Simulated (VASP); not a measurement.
# KI (Fm-3m) in VASP: a series of runs, part 2 of 2

VASP 6.6.1. Earlier steps stand in the parts before.

## 3. Phonons, r2SCAN (45.48 Å³/atom)

This run uses another cell than the first one, of 45.48 Å³/atom.

Contents of INCAR:

```
SYSTEM = KI
PREC = Accurate
ENCUT = 520
EDIFF = 1E-8
ISMEAR = 0
SIGMA = 0.01
LREAL = .False.
LASPH = .True.
NELM = 80
ALGO = Normal
ISIF = 2
LWAVE = .False.
LCHARG = .True.
METAGGA = R2SCAN
LMIXTAU = .True.
NBANDS = 15
IBRION = 6
NFREE = 2
POTIM = 0.015
NSW = 1
```

Contents of KPOINTS:

```
regular mesh
0
Gamma
  6 6 6
  0 0 0
```

Contents of POSCAR:

```
KI
1.0
    0.0000000000      3.5694414137      3.5694414137
    3.5694414137      0.0000000000      3.5694414137
    3.5694414137      3.5694414137      0.0000000000
K I
1 1
Direct
    0.0000000000      0.0000000000      0.0000000000
    0.5000000000      0.5000000000      0.5000000000
```

Potentials or basis: VASP PAW PBE potentials, release 64 (K_sv, I).

Command:

```
$ cat potpaw_PBE.64/K_sv/POTCAR potpaw_PBE.64/I/POTCAR > POTCAR
$ mpirun -np 1 vasp_std > vasp.out
```

OUTCAR:

```text
SYSTEM = KI
   PREC = Accurate
   ENCUT = 520
   EDIFF = 1E-8
   ISMEAR = 0
   LREAL = .False.
   LASPH = .True.
   NELM = 80
   ISIF = 2
   METAGGA = R2SCAN
   IBRION = 6
   NFREE = 2
   POTIM = 0.015
   NSW = 1

 ion  position               nearest neighbor table
   1  0.000  0.000  0.000-   2 3.57   2 3.57   2 3.57   2 3.57   2 3.57   2 3.57
   2  0.500  0.500  0.500-   1 3.57   1 3.57   1 3.57   1 3.57   1 3.57   1 3.57

  LATTYP: Found a face centered cubic cell.
 ALAT       =     7.1388828274

  Lattice vectors:

 A1 = (   0.0000000000,   3.5694414137,   3.5694414137)
 A2 = (   3.5694414137,   0.0000000000,   3.5694414137)
 A3 = (   3.5694414137,   3.5694414137,   0.0000000000)

Analysis of symmetry for initial positions (statically):
=====================================================================
 Subroutine PRICEL returns:
 Original cell was already a primitive cell.

 Routine SETGRP: Setting up the symmetry group for a
 face centered cubic supercell.

 Subroutine GETGRP returns: Found 48 space group operations
 (whereof 48 operations were pure point group operations)
 out of a pool of 48 trial point group operations.

The static configuration has the point symmetry O_h .

Analysis of symmetry for dynamics (positions and initial velocities):
=====================================================================
 Subroutine PRICEL returns:
 Original cell was already a primitive cell.

 Routine SETGRP: Setting up the symmetry group for a
 face centered cubic supercell.

 Subroutine GETGRP returns: Found 48 space group operations
 (whereof 48 operations were pure point group operations)
[... 309 lines left out ...]
      4     -13.3375      2.00000
      5     -11.6789      2.00000
      6      -0.9126      2.00000
      7      -0.9126      2.00000
      8      -0.9126      2.00000
      9       3.6174      0.00000
     10       6.1501      0.00000
     11       6.1501      0.00000
     12       6.1501      0.00000
     13       6.9809      0.00000
     14       6.9812      0.00000
[... 401 lines left out ...]
      2     -13.4070      2.00000
      3     -13.3647      2.00000
      4     -13.3447      2.00000
      5     -11.4718      2.00000
      6      -1.7772      2.00000
      7      -1.6410      2.00000
      8      -1.2698      2.00000
      9       5.5645      0.00000
     10       6.7194      0.00000
     11       6.7592      0.00000
     12       7.9698      0.00000
     13       8.2602      0.00000
     14       8.5376      0.00000
     15       9.9158      0.00000

 [... further k-points ...]

------------------------ aborting loop because EDIFF is reached ----------------------------------------

  FORCE on cell =-STRESS in cart. coord.  units (eV):
  Direction    XX          YY          ZZ          XY          YZ          ZX
  --------------------------------------------------------------------------------------
  -------------------------------------------------------------------------------------
  Total       -0.1301886     -0.1320814     -0.1320814     -0.0000000     -0.0000000      0.0000000
  in kB       -2.2932571     -2.3265979     -2.3265979     -0.0000000     -0.0000000      0.0000000
  external PRESSURE =      -2.3154843 kB  Pullay stress =       0.0000000 kB
[... 17 lines left out ...]
  FREE ENERGIE OF THE ION-ELECTRON SYSTEM (eV)
  ---------------------------------------------------
  free  energy   TOTEN  =       -33.9832031409 eV

  energy  without entropy=      -33.9832031409  energy(sigma->0) =      -33.98320314

 INTERNAL STRAIN TENSORS FROM DISPLACED ATOMS
 ============================================

 INTERNAL STRAIN TENSOR FOR ION    1 for displacements in x,y,z  (eV/Angst):
          X           Y           Z          XY          YZ          ZX
  --------------------------------------------------------------------------------
  x     0.00000     0.00000     0.00000     0.00000     0.00000     0.00000
  y     0.00000     0.00000     0.00000     0.00000     0.00000     0.00000
  z     0.00000     0.00000     0.00000     0.00000     0.00000     0.00000

 INTERNAL STRAIN TENSOR FOR ION    2 for displacements in x,y,z  (eV/Angst):
          X           Y           Z          XY          YZ          ZX
  --------------------------------------------------------------------------------
  x     0.00000     0.00000     0.00000     0.00000     0.00000     0.00000
  y     0.00000     0.00000     0.00000     0.00000     0.00000     0.00000
  z     0.00000     0.00000     0.00000     0.00000     0.00000     0.00000

 Eigenvectors and eigenvalues of the dynamical matrix
 ----------------------------------------------------

   1 f  =    2.895417 THz    18.192442 2PiTHz   96.580718 cm-1    11.974478 meV
             X         Y         Z           dx          dy          dz
      0.000000  0.000000  0.000000     0.875467   -0.000000    0.000000
      3.569441  3.569441  3.569441    -0.483277    0.000000    0.000000
[... 21 lines left out ...]
   6 f/i=    0.006733 THz     0.042304 2PiTHz    0.224584 cm-1     0.027845 meV
             X         Y         Z           dx          dy          dz
      0.000000  0.000000  0.000000    -0.266297   -0.190999   -0.355193
      3.569441  3.569441  3.569441    -0.482403   -0.346000   -0.643440

 ELASTIC MODULI CONTR FROM IONIC RELAXATION (kBar)
 Direction    XX          YY          ZZ          XY          YZ          ZX
 --------------------------------------------------------------------------------
 XX           0.0000      0.0000      0.0000      0.0000      0.0000      0.0000
 YY           0.0000      0.0000      0.0000      0.0000      0.0000      0.0000
 ZZ           0.0000      0.0000      0.0000      0.0000      0.0000      0.0000
 XY           0.0000      0.0000      0.0000      0.0000      0.0000      0.0000
 YZ           0.0000      0.0000      0.0000      0.0000      0.0000      0.0000
 ZX           0.0000      0.0000      0.0000      0.0000      0.0000      0.0000
 --------------------------------------------------------------------------------
```

OSZICAR:

```text
N       E                     dE             d eps       ncg     rms          rms(c)
[... 76 lines left out ...]
DAV:   5    -0.339831941390E+02   -0.25258E-03   -0.21274E-04   914   0.144E-01    0.394E-03
DAV:   6    -0.339831928009E+02    0.13381E-05   -0.20223E-05  1117   0.412E-02    0.836E-03
DAV:   7    -0.339831894120E+02    0.33889E-05   -0.21091E-06  1147   0.135E-02    0.848E-03
DAV:   8    -0.339831864224E+02    0.29896E-05   -0.18208E-06  1033   0.138E-02    0.717E-03
DAV:   9    -0.339831998644E+02   -0.13442E-04   -0.22310E-06   963   0.153E-02    0.761E-03
DAV:  10    -0.339832031322E+02   -0.32678E-05   -0.15894E-06   998   0.132E-02    0.777E-03
DAV:  11    -0.339832031464E+02   -0.14157E-07   -0.47030E-08  1257   0.130E-03    0.918E-03
DAV:  12    -0.339832031409E+02    0.55159E-08   -0.32794E-09   835   0.571E-04
   5 F= -.33983203E+02 E0= -.33983203E+02  d E =-.135378E-16
```

stdout:

```text
POSCAR found type information on POSCAR K I
 POSCAR found :  2 types and       2 ions
 scaLAPACK will be used
 -----------------------------------------------------------------------------
|                                                                             |
|                                                                             |
|     You enforced a specific xc type in the INCAR file but a different       |
|     I HOPE YOU KNOW WHAT YOU ARE DOING!                                     |
|                                                                             |
 -----------------------------------------------------------------------------

 LDA part: xc-table for (None), standard interpolation
 POSCAR, INCAR and KPOINTS ok, starting setup
 FFT: planning ... GRIDC
 FFT: planning ... GRID_SOFT
 FFT: planning ... GRID
 WAVECAR not read
 entering main loop
 Found     2 degrees of freedom:
 Finite differences POTIM= 0.01500 DOF=   2
 bond charge predicted
 Finite differences progress:
 bond charge predicted
 Finite differences progress:
 bond charge predicted
 Finite differences progress:
 bond charge predicted
 Finite differences progress:
```

Run time: 12 min. Hardware: 1 thread of Intel Xeon Platinum 8488C (Sapphire Rapids), shared host; peak memory 0.29 GiB.

What came out:

```
Highest phonon frequency at Γ, LO-TO splitting left out : 97 cm⁻¹
```

Phonon frequencies in cm⁻¹ (negative: imaginary):
| q point | frequencies |
| --- | --- |
| (0.000, 0.000, 0.000) | 0 0 0 97 97 97 |

Caveat: the PAW data sets were made with another functional, which shifts forces and pressure a little; spin-orbit coupling is left out, which moves the levels of the heavy elements.
